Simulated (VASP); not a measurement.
# Ti (P6/mmm) in VASP: a series of runs, part 2 of 2

VASP 6.6.1. The steps go on from the part before.

**3. Single point, PBEsol+U**

Input file INCAR:

```
  PREC = Accurate
  ENCUT = 520
  EDIFF = 1E-6
  ISMEAR = -1
  SIGMA = 0.05
  LREAL = F
  LASPH = T
  NELM = 150
  ALGO = Normal
  ISIF = 2
  LWAVE = F
  LCHARG = T
  LMAXMIX = 4
  LDAU = T
  LDAUTYPE = 2
  LDAUL = 2
  LDAUU = 5
  LDAUJ = 0
  LDAUPRINT = 1
  GGA = PS
  LELF = T
  LVHAR = T
  NBANDS = 25
```

Input file KPOINTS:

```
regular mesh
0
Gamma
  7 7 9
```

Input file POSCAR:

```
Ti
1.0
    4.5673748306      0.0000000000      0.0000000000
   -2.2836874153      3.9554626319      0.0000000000
    0.0000000000      0.0000000000      2.8262442700
Ti
3
Direct
    0.6666666667      0.3333333333      0.5000000000
    0.3333333333      0.6666666667      0.5000000000
    0.0000000000      0.0000000000      0.0000000000
```

Potentials or basis: VASP PAW PBE potentials, release 64 (Ti_sv).

Command:

```bash
cat potpaw_PBE.64/Ti_sv/POTCAR > POTCAR
mpirun -np 1 vasp_std > vasp.out
```

OUTCAR:

```text
PREC = Accurate
   ENCUT = 520
   EDIFF = 1E-6
   ISMEAR = -1
   LREAL = F
   LASPH = T
   NELM = 150
   ISIF = 2
   GGA = PS

 ion  position               nearest neighbor table
   1  0.667  0.333  0.500-   2 2.64   2 2.64   2 2.64
   2  0.333  0.667  0.500-   1 2.64   1 2.64   1 2.64
   3  0.000  0.000  0.000-

  LATTYP: Found a hexagonal cell.
 ALAT       =     4.5673748306
 C/A-ratio  =     0.6187896494

  Lattice vectors:

 A1 = (   4.5673748306,   0.0000000000,   0.0000000000)
 A2 = (  -2.2836874153,   3.9554626319,   0.0000000000)
 A3 = (   0.0000000000,   0.0000000000,   2.8262442700)

Analysis of symmetry for initial positions (statically):
=====================================================================
 Subroutine PRICEL returns:
 Original cell was already a primitive cell.

 Routine SETGRP: Setting up the symmetry group for a
 hexagonal supercell.

 Subroutine GETGRP returns: Found 24 space group operations
 (whereof 24 operations were pure point group operations)
 out of a pool of 24 trial point group operations.

The static configuration has the point symmetry D_6h.

Analysis of symmetry for dynamics (positions and initial velocities):
=====================================================================
 Subroutine PRICEL returns:
 Original cell was already a primitive cell.

 Routine SETGRP: Setting up the symmetry group for a
 hexagonal supercell.

[... 237 lines left out ...]
  o =  0.1270  v =  0.0000  0.0000  0.0000  0.0000  0.0000  1.0000  0.0000  0.0000  0.0000  0.0000      0.0000  0.0000  0.0000  0.0000  0.0000  0.0000  0.0000  0.0000  0.0000  0.0000
  o =  0.1270  v =  0.0000 -0.0000  0.0000  0.0000  1.0000  0.0000  0.0000  0.0000  0.0000  0.0000      0.0000  0.0000  0.0000  0.0000  0.0000  0.0000  0.0000  0.0000  0.0000  0.0000
  o =  0.1270  v =  0.0000  0.0000  0.0000  0.0000  0.0000  0.0000 -0.0000  0.0000  0.0000  1.0000      0.0000  0.0000  0.0000  0.0000  0.0000  0.0000  0.0000  0.0000  0.0000  0.0000
  o =  0.1324  v =  0.0000 -0.0000  1.0000 -0.0000 -0.0000  0.0000  0.0000  0.0000  0.0000  0.0000      0.0000  0.0000  0.0000  0.0000  0.0000  0.0000  0.0000  0.0000  0.0000  0.0000
  o =  0.1324  v =  0.0000  0.0000  0.0000  0.0000  0.0000  0.0000 -0.0000  1.0000 -0.0000 -0.0000      0.0000  0.0000  0.0000  0.0000  0.0000  0.0000  0.0000  0.0000  0.0000  0.0000
  o =  0.2114  v =  0.0000 -1.0000 -0.0000  0.0001 -0.0000  0.0000  0.0000  0.0000  0.0000  0.0000      0.0000  0.0000  0.0000  0.0000  0.0000  0.0000  0.0000  0.0000  0.0000  0.0000
  o =  0.2114  v =  0.0000  0.0000  0.0000  0.0000  0.0000  0.0000 -1.0000 -0.0000  0.0001 -0.0000      0.0000  0.0000  0.0000  0.0000  0.0000  0.0000  0.0000  0.0000  0.0000  0.0000
  o =  0.2114  v =  0.0000  0.0000  0.0000  0.0000  0.0000  0.0000  0.0001  0.0000  1.0000 -0.0000      0.0000  0.0000  0.0000  0.0000  0.0000  0.0000  0.0000  0.0000  0.0000  0.0000
  o =  0.2114  v =  0.0000  0.0001  0.0000  1.0000 -0.0000  0.0000  0.0000  0.0000  0.0000  0.0000      0.0000  0.0000  0.0000  0.0000  0.0000  0.0000  0.0000  0.0000  0.0000  0.0000

 number of electron      35.9999989 magnetization

 Free energy of the ion-electron system (eV)
  ---------------------------------------------------
  ext. energy  EPLUGINS =         0.00000000
  ---------------------------------------------------
  free energy    TOTEN  =       -13.90003367 eV

  energy without entropy =      -13.88566006  energy(sigma->0) =      -13.89284686

 E-fermi :   8.9641     XC(G=0): -11.8036

 val. band max:        8.9578287224   @ k =   0.4286   0.0000   0.0000
 cond. band min:       8.9963305891   @ k =   0.4286   0.1429   0.1111
 fundamental gap:      0.0385018667
 Fermi energy:         8.9641087531

 k-point     1 :       0.0000    0.0000    0.0000
  band No.  band energies     occupation
      1     -49.1423      2.00000
      2     -48.8167      2.00000
      3     -48.6487      2.00000
      4     -25.4966      2.00000
      5     -25.4966      2.00000
      6     -25.3147      2.00000
[... 661 lines left out ...]
     24      11.8212      0.00000
     25      11.8668      0.00000

 [... further k-points ...]
[... 5 lines left out ...]
  --------------------------------------------------------------------------------------
  -------------------------------------------------------------------------------------
  Total        3.2076783      3.2076783      2.0914199      0.0000000      0.0000000     -0.0000000
  in kB      100.6532397    100.6532397     65.6263397      0.0000000      0.0000000     -0.0000000
  external PRESSURE =      88.9776064 kB  Pullay stress =       0.0000000 kB

 VOLUME and BASIS-vectors are now :
 -----------------------------------------------------------------------------
  energy-cutoff  :      520.00
  volume of cell :       51.06
      direct lattice vectors                 reciprocal lattice vectors
     4.567374831  0.000000000  0.000000000     0.218944150  0.126407464  0.000000000
    -2.283687415  3.955462632  0.000000000     0.000000000  0.252814928  0.000000000
     0.000000000  0.000000000  2.826244270     0.000000000  0.000000000  0.353826458

 POSITION                                       TOTAL-FORCE (eV/Angst)
 -----------------------------------------------------------------------------------
      2.28369      1.31849      1.41312        -0.000000      0.000000     -0.000000
     -0.00000      2.63698      1.41312         0.000000     -0.000000      0.000000
      0.00000      0.00000      0.00000        -0.000000      0.000000     -0.000000
 -----------------------------------------------------------------------------------
    total drift:                                0.000000      0.000000     -0.000000

  FREE ENERGIE OF THE ION-ELECTRON SYSTEM (eV)
  ---------------------------------------------------
  free  energy   TOTEN  =       -13.9000336654 eV

  energy  without entropy=      -13.8856600551  energy(sigma->0) =      -13.89284686
```

Wall time 93 s (1 thread of AMD EPYC 7R13 (Zen 3), shared host); peak memory 0.16 GiB.

What came out:

| Quantity | Value |
| --- | --- |
| Free energy | -13.9000 eV |
| Pressure | 8.9 GPa |
| Band gap on the k mesh | zero (band 18 reaches 8.96 eV, above the bottom of band 19 at 8.89 eV) |

Eigenvalues of the final occupation matrices:
```
    site  spin  trace               eigenvalues
site 1 d     1   0.89  0.14 0.14 0.20 0.20 0.21
site 1 d     2   0.89  0.14 0.14 0.20 0.20 0.21
site 2 d     1   0.89  0.14 0.14 0.20 0.20 0.21
site 2 d     2   0.89  0.14 0.14 0.20 0.20 0.21
site 3 d     1   0.81  0.13 0.13 0.13 0.21 0.21
site 3 d     2   0.81  0.13 0.13 0.13 0.21 0.21
```

Caveat: the PAW data sets were made with another functional, which shifts forces and pressure a little; U without spin polarisation on a metal has little footing; the U is typed as a test and isn't derived for this compound.

**4. Single point, PBEsol+U**

Input file INCAR:

```
PREC = Accurate
ENCUT = 520
EDIFF = 1E-6
ISMEAR = -1
SIGMA = 0.05
LREAL = False
LASPH = True
NELM = 150
ALGO = Normal
ISIF = 2
LWAVE = False
LCHARG = False
LMAXMIX = 4
LDAU = True
LDAUTYPE = 2
LDAUL = 2
LDAUU = 6
LDAUJ = 0
LDAUPRINT = 1
GGA = PS
NBANDS = 25
```

Input file KPOINTS:

```
Automatic mesh
0
Gamma
  7 7 9
```

POSCAR is that of step 3.

Potentials or basis: VASP PAW PBE potentials, release 64 (Ti_sv).

Command:

```bash
cat potpaw_PBE.64/Ti_sv/POTCAR > POTCAR
mpirun -np 1 vasp_std > vasp.out
```

OUTCAR:

```text
PREC = Accurate
   ENCUT = 520
   EDIFF = 1E-6
   ISMEAR = -1
   LREAL = False
   LASPH = True
   NELM = 150
   ISIF = 2
   GGA = PS

 ion  position               nearest neighbor table
   1  0.667  0.333  0.500-   2 2.64   2 2.64   2 2.64
   2  0.333  0.667  0.500-   1 2.64   1 2.64   1 2.64
   3  0.000  0.000  0.000-

  LATTYP: Found a hexagonal cell.
 ALAT       =     4.5673748306
 C/A-ratio  =     0.6187896494

  Lattice vectors:
[... 294 lines left out ...]
      2     -48.9780      2.00000
      3     -48.8110      2.00000
      4     -25.6470      2.00000
      5     -25.6470      2.00000
      6     -25.4610      2.00000
[... 661 lines left out ...]
     24      12.0372      0.00000
     25      12.0772      0.00000

 [... further k-points ...]
[... 5 lines left out ...]
  --------------------------------------------------------------------------------------
  -------------------------------------------------------------------------------------
  Total        4.1936980      4.1936980      2.7893756      0.0000000      0.0000000     -0.0000000
  in kB      131.5933980    131.5933980     87.5273832      0.0000000      0.0000000     -0.0000000
  external PRESSURE =     116.9047264 kB  Pullay stress =       0.0000000 kB

 VOLUME and BASIS-vectors are now :
 -----------------------------------------------------------------------------
  energy-cutoff  :      520.00
  volume of cell :       51.06
      direct lattice vectors                 reciprocal lattice vectors
     4.567374831  0.000000000  0.000000000     0.218944150  0.126407464  0.000000000
    -2.283687415  3.955462632  0.000000000     0.000000000  0.252814928  0.000000000
     0.000000000  0.000000000  2.826244270     0.000000000  0.000000000  0.353826458

 POSITION                                       TOTAL-FORCE (eV/Angst)
 -----------------------------------------------------------------------------------
      2.28369      1.31849      1.41312         0.000000     -0.000000     -0.000000
     -0.00000      2.63698      1.41312        -0.000000      0.000000      0.000000
      0.00000      0.00000      0.00000        -0.000000      0.000000     -0.000000
 -----------------------------------------------------------------------------------
    total drift:                                0.000000      0.000000     -0.000000

  FREE ENERGIE OF THE ION-ELECTRON SYSTEM (eV)
  ---------------------------------------------------
  free  energy   TOTEN  =       -11.7992618442 eV

  energy  without entropy=      -11.7882532820  energy(sigma->0) =      -11.79375756
```

stdout:

```text
POSCAR found type information on POSCAR Ti
 POSCAR found :  1 types and       3 ions
 scaLAPACK will be used
 -----------------------------------------------------------------------------
|                                                                             |
|                                                                             |
|     You enforced a specific xc type in the INCAR file but a different       |
|     I HOPE YOU KNOW WHAT YOU ARE DOING!                                     |
|                                                                             |
 -----------------------------------------------------------------------------

 LDA part: xc-table for (Slater+PW92), standard interpolation
 POSCAR, INCAR and KPOINTS ok, starting setup
 FFT: planning ... GRIDC
 FFT: planning ... GRID_SOFT
 FFT: planning ... GRID
 WAVECAR not read
 entering main loop
```

Wall time 2.1 min (1 thread of AMD EPYC 7R13 (Zen 3), shared host); peak memory 0.16 GiB.

Results:

```
Free energy            : -11.7993 eV
Pressure               : 11.7 GPa
Band gap on the k mesh : zero (band 18 reaches 9.13 eV, above the bottom of band 19 at 9.02 eV)
```

Eigenvalues of the final occupation matrices:
| site | spin | trace | eigenvalues |
| --- | --- | --- | --- |
| site 1 d | 1 | 0.87 | 0.13 0.13 0.20 0.20 0.20 |
| site 1 d | 2 | 0.87 | 0.13 0.13 0.20 0.20 0.20 |
| site 2 d | 1 | 0.87 | 0.13 0.13 0.20 0.20 0.20 |
| site 2 d | 2 | 0.87 | 0.13 0.13 0.20 0.20 0.20 |
| site 3 d | 1 | 0.79 | 0.12 0.12 0.12 0.21 0.21 |
| site 3 d | 2 | 0.79 | 0.12 0.12 0.12 0.21 0.21 |

Caveat: the PAW data sets were made with another functional, which shifts forces and pressure a little; U without spin polarisation on a metal has little footing; the U is typed as a test and isn't derived for this compound.

**5. Single point, PBEsol+U**

Input file INCAR:

```
ALGO     = Normal         # electronic algorithm
EDIFF    = 1E-6           # SCF threshold, eV
ENCUT    = 520            # plane-wave cutoff, eV
GGA      = PS             # functional
ISIF     = 2              # what is computed and relaxed
ISMEAR   = -1             # smearing method
LASPH    = T              # aspherical terms in the spheres
LCHARG   = T              # write CHGCAR
LDAU     = T              # DFT+U
LDAUJ    = 0            
LDAUL    = 2              # shell
LDAUPRINT= 1            
LDAUTYPE = 2            
LDAUU    = 8              # U, eV
LELF     = T              # ELF
LMAXMIX  = 4              # l up to which the mixer works
LREAL    = F              # projectors in reciprocal space
LVHAR    = T            
LWAVE    = F              # write WAVECAR
NBANDS   = 25             # bands
NELM     = 150            # most SCF steps
PREC     = Accurate       # precision mode
SIGMA    = 0.05           # smearing width, eV
```

Input file KPOINTS:

```
k-points
0
Gamma
  7 7 9
```

POSCAR is that of step 4.

Command:

```bash
cat potpaw_PBE.64/Ti_sv/POTCAR > POTCAR
mpirun -np 1 vasp_std > vasp.out
```

Wall time 2 min (1 thread of AMD EPYC 7R13 (Zen 3), shared host); peak memory 0.16 GiB.

The run converged. Its results:

| Property | Result |
| --- | --- |
| Free energy | -7.7308 eV |
| Pressure | 17.4 GPa |
| Band gap on the k mesh | zero (band 18 reaches 9.33 eV, above the bottom of band 19 at 9.27 eV) |

Stress tensor (GPa, compression positive):
```
19.45  0.00  0.00
 0.00 19.45  0.00
 0.00  0.00 13.21
```

Levels at points of the mesh, in eV from the Fermi level:
| k point | band 14 | band 15 | band 16 | band 17 | band 18 | band 19 | band 20 | band 21 | band 22 | band 23 |
| --- | --- | --- | --- | --- | --- | --- | --- | --- | --- | --- |
| (0.00, 0.00, 0.00) | -1.76 | -0.94 | -0.94 | -0.84 | -0.84 | -0.11 | 1.22 | 1.77 | 1.77 | 2.06 |

Eigenvalues of the final occupation matrices:
| site | spin | trace | eigenvalues |
| --- | --- | --- | --- |
| site 1 d | 1 | 0.82 | 0.12 0.12 0.19 0.19 0.20 |
| site 1 d | 2 | 0.82 | 0.12 0.12 0.19 0.19 0.20 |
| site 2 d | 1 | 0.82 | 0.12 0.12 0.19 0.19 0.20 |
| site 2 d | 2 | 0.82 | 0.12 0.12 0.19 0.19 0.20 |
| site 3 d | 1 | 0.75 | 0.10 0.11 0.11 0.21 0.21 |
| site 3 d | 2 | 0.75 | 0.10 0.11 0.11 0.21 0.21 |

Caveat: the PAW data sets were made with another functional, which shifts forces and pressure a little; U without spin polarisation on a metal has little footing; the U is typed as a test and isn't derived for this compound.

**6. Single point, PBEsol+D3(BJ)**

This run uses another cell than the first one, of 15.63 Å³/atom, 0.918 times its volume.

Input file INCAR:

```
PREC     = Accurate       # precision mode
ENCUT    = 520            # plane-wave cutoff, eV
EDIFF    = 1E-6           # SCF threshold, eV
ISMEAR   = -1             # smearing method
SIGMA    = 0.05           # smearing width, eV
LREAL    = F              # projectors in reciprocal space
LASPH    = T              # aspherical terms in the spheres
NELM     = 100            # most SCF steps
ALGO     = Fast           # electronic algorithm
ISIF     = 2              # what is computed and relaxed
LWAVE    = F              # write WAVECAR
LCHARG   = F              # write CHGCAR
GGA      = PS             # functional
IVDW     = 12             # dispersion correction
NBANDS   = 25             # bands
```

Input file KPOINTS:

```
regular mesh
0
Gamma
  7 7 9
```

Input file POSCAR:

```
Ti
1.0
    4.4343519503      0.0000000000      0.0000000000
   -2.2171759751      3.8402614383      0.0000000000
    0.0000000000      0.0000000000      2.7529856748
Ti
3
Direct
    0.6666666667      0.3333333333      0.5000000000
    0.3333333333      0.6666666667      0.5000000000
    0.0000000000      0.0000000000      0.0000000000
```

Potentials or basis: VASP PAW PBE potentials, release 64 (Ti_sv).

Command:

```bash
cat potpaw_PBE.64/Ti_sv/POTCAR > POTCAR
mpirun -np 1 vasp_std > vasp.out
```

Run time: 1.9 min. Hardware: 1 thread of Intel Xeon Platinum 8488C (Sapphire Rapids), shared host; peak memory 0.18 GiB.

Results (log left out):

```
Free energy                : -27.0254 eV
Pressure                   : -0.7 GPa
Band gap on the k mesh     : zero (band 18 reaches 9.47 eV, above the bottom of band 19 at 9.12 eV)
Dispersion energy per atom : -0.668 eV
```

Levels at points of the mesh, in eV from the Fermi level:
| k point | band 16 | band 17 | band 18 | band 19 | band 20 | band 21 |
| --- | --- | --- | --- | --- | --- | --- |
| (0.00, 0.00, 0.00) | -0.72 | -0.62 | -0.62 | 0.00 | 0.75 | 1.40 |

Caveat: the PAW data sets were made with another functional, which shifts forces and pressure a little; pairwise dispersion overbinds metals, which lowers pressure and volume.

**7. Overview**

| level | U | cell | gap on the mesh (eV) | pressure (GPa) |
| --- | --- | --- | --- | --- |
| PBEsol+U | Ti d U = 4.0 eV | a = 4.567, b = 4.567, c = 2.826 Å, angles 90.0, 90.0, 120.0°, 3 atoms | none | 6.1 |
| PBEsol+U | Ti d U = 5.0 eV | a = 4.567, b = 4.567, c = 2.826 Å, angles 90.0, 90.0, 120.0°, 3 atoms | none | 8.9 |
| PBEsol+U | Ti d U = 6.0 eV | a = 4.567, b = 4.567, c = 2.826 Å, angles 90.0, 90.0, 120.0°, 3 atoms | none | 11.7 |
| PBEsol+U | Ti d U = 8.0 eV | a = 4.567, b = 4.567, c = 2.826 Å, angles 90.0, 90.0, 120.0°, 3 atoms | none | 17.4 |
| PBEsol+D3(BJ) | - | a = 4.434, b = 4.434, c = 2.753 Å, angles 90.0, 90.0, 120.0°, 3 atoms | none | -0.7 |

Alike in all rows: task single point; potentials or basis VASP PAW PBE potentials, release 64 (Ti_sv); no spin polarisation; k mesh 7 × 7 × 9; cutoff (eV) 520; smearing fermi-dirac 0.05 eV.

Every run on the cell as given and a fine mesh finds a metal.

Caveats: the PAW data sets were made with another functional, which shifts forces and pressure a little; U without spin polarisation on a metal has little footing (some runs); the U is typed as a test and isn't derived for this compound (some runs); pairwise dispersion overbinds metals, which lowers pressure and volume (some runs).

Absolute energies hang on the potentials; compare differences alone.
